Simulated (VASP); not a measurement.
Input of a VASP 6.6.1 run:

File INCAR:

```
SYSTEM = P
ALGO     = Normal         ! electronic algorithm
EDIFF    = 1E-6           ! SCF threshold, eV
ENCUT    = 520            ! plane-wave cutoff, eV
GGA      = PS             ! functional
ISIF     = 2              ! what is computed and relaxed
ISMEAR   = 0              ! smearing method
LASPH    = .TRUE.         ! aspherical terms in the spheres
LCHARG   = .FALSE.        ! write CHGCAR
LREAL    = .FALSE.        ! projectors in reciprocal space
LWAVE    = .FALSE.        ! write WAVECAR
NBANDS   = 18             ! bands
NELM     = 100            ! most SCF steps
PREC     = Accurate       ! precision mode
SIGMA    = 0.05           ! smearing width, eV
```

The input KPOINTS:

```
k-points
0
G
  8 1 6
  0 0 0
```

POSCAR

```
P
1.0
    3.5471164857      0.0000000000      0.0000000000
    0.0000000000     37.6647268912      0.0000000000
    0.0000000000      0.0000000000      4.4369101505
P
4
Direct
    0.0000000000      0.9696876239      0.5826201324
    0.0000000000      0.0303123761      0.4173798676
    0.5000000000      0.0303123761      0.0826201324
    0.5000000000      0.9696876239      0.9173798676
```

Potentials or basis: VASP PAW PBE potentials, release 64 (P).

Run with:

```console
$ cat potpaw_PBE.64/P/POTCAR > POTCAR
$ mpirun -np 1 vasp_std > vasp.out
```

Task: What does it give for the band gap on the k mesh?

Result: 0.44 eV.

Task: Estimate the largest force.

Result: 1.117 eV/Å.

Forces in eV/Å, atoms in the order of the input:
```
P    0.000  1.114  0.080
P    0.000 -1.114 -0.080
P    0.000 -1.114  0.080
P    0.000  1.114 -0.080
```

Caveat: the cell differs from its parent crystal (strain +0.080 along x and y, +0.000 along z); there is no dipole correction, which matters where the two faces differ; the PAW data sets were made with another functional, which shifts forces and pressure a little.
